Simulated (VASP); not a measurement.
Set up this calculation in VASP 6.6.1, as the native input.

| Quantity | Value |
| --- | --- |
| Task | single point |
| Functional | PBEsol |
| Potentials or basis | VASP PAW PBE potentials, release 64 (C, Ca_sv) |
| Cutoff | 600 eV |
| k mesh | 4 × 4 × 4 |
| Occupations | gaussian, width 0.01 eV |
| Spin | no spin polarisation |
| Dipole correction | no |
| Further INCAR settings | ALGO = Normal; EDIFF = 1e-06; NBANDS = 19 |

The structure of Ca2C lies in POSCAR:

```
Ca2C
1.0
    0.0000000000      3.1285803947      3.1285803947
    3.1285803947      0.0000000000      3.1285803947
    3.1285803947      3.1285803947      0.0000000000
C Ca
1 2
Direct
    0.0000000000      0.0000000000      0.0000000000
    0.2500000000      0.2500000000      0.2500000000
    0.7500000000      0.7500000000      0.7500000000
```

One way to write it, as run:

INCAR

```
  PREC = Accurate
  ENCUT = 600
  EDIFF = 1E-6
  ISMEAR = 0
  SIGMA = 0.01
  LREAL = F
  LASPH = T
  NELM = 120
  ALGO = Normal
  ISIF = 2
  LWAVE = F
  LCHARG = F
  GGA = PS
  NBANDS = 19
  GGA_COMPAT = F
```

KPOINTS

```
Automatic mesh
0
Gamma
  4 4 4
```

Potentials or basis: VASP PAW PBE potentials, release 64 (C, Ca_sv).

Command:

```sh
$ cat potpaw_PBE.64/C/POTCAR potpaw_PBE.64/Ca_sv/POTCAR > POTCAR
$ mpirun -np 1 vasp_std > vasp.out
```

Results of the run:

```yaml
Pressure: -1.2 GPa
Band_gap_on_the_k_mesh: 0.18 eV, direct
```

Caveat: the k points lie up to 0.43 Å⁻¹ apart; the PAW data sets were made with another functional, which shifts forces and pressure a little.

Wall time 14 s on 1 thread of Intel(R) Xeon(R) Platinum 8488C (Sapphire Rapids), with other jobs on the host, peak memory 0.2 GiB.
